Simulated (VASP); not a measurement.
Set up this calculation in VASP 6.6.1, as the native input.

| Quantity | Value |
| --- | --- |
| Task | single point |
| Functional | PBE |
| Dispersion | D3(BJ) |
| Potentials or basis | VASP PAW PBE potentials, release 64 (Sn_d, O) |
| Cutoff | 520 eV |
| k mesh | 7 × 7 × 1 |
| Occupations | gaussian, width 0.05 eV |
| Spin | no spin polarisation |
| Dipole correction | yes |
| Further INCAR settings | ALGO = Normal; EDIFF = 1e-06; NBANDS = 50 |

The structure of SnO lies in POSCAR:

```
SnO
1.0
    3.8201527579      0.0002954580      0.0000000000
   -0.0003145460      3.8201527564      0.0000000000
    0.0000000000      0.0000000000     22.2260749779
Sn O
4 4
Direct
    0.9999453016      0.9999453016      0.2024648978
    0.4999453016      0.4999453016      0.3087831520
    0.6249453016      0.7499453016      0.4977503900
    0.1249453016      0.2499453016      0.6040686442
    0.9999461181      0.4999461181      0.2556240249
    0.4999461181      0.9999461181      0.2556240249
    0.6249461181      0.2499461181      0.5509095171
    0.1249461181      0.7499461181      0.5509095171
```

This cell differs from its parent crystal: layers slid over each other.

One way to write it, as run:

INCAR

```
SYSTEM = SnO
ALGO = Normal
DIPOL = 0.5 0.5 0.403
EDIFF = 1E-6
ENCUT = 520
GGA = PE
IDIPOL = 3
ISIF = 2
ISMEAR = 0
IVDW = 12
LASPH = .True.
LCHARG = .False.
LDIPOL = .True.
LREAL = .False.
LWAVE = .False.
NBANDS = 50
NELM = 80
PREC = Accurate
SIGMA = 0.05
```

KPOINTS

```
k-points
0
Gamma
  7 7 1
  0 0 0
```

Potentials or basis: VASP PAW PBE potentials, release 64 (Sn_d, O).

The run is started by

```bash
$ cat potpaw_PBE.64/Sn_d/POTCAR potpaw_PBE.64/O/POTCAR > POTCAR
$ mpirun -np 1 vasp_std > vasp.out
```

It gave:

```json
{
 "Largest force": "0.100 eV/Å",
 "Band gap on the k mesh": "2.48 eV (least direct gap 2.56 eV)",
 "Dispersion energy per atom": "-0.155 eV"
}
```

Caveat: the cell differs from its parent crystal (layers slid over each other); spin-orbit coupling is left out, which moves the levels of the heavy elements.

Wall time 18 min on 1 thread of Intel Xeon 8259CL (shared host), peak memory 0.53 GiB.
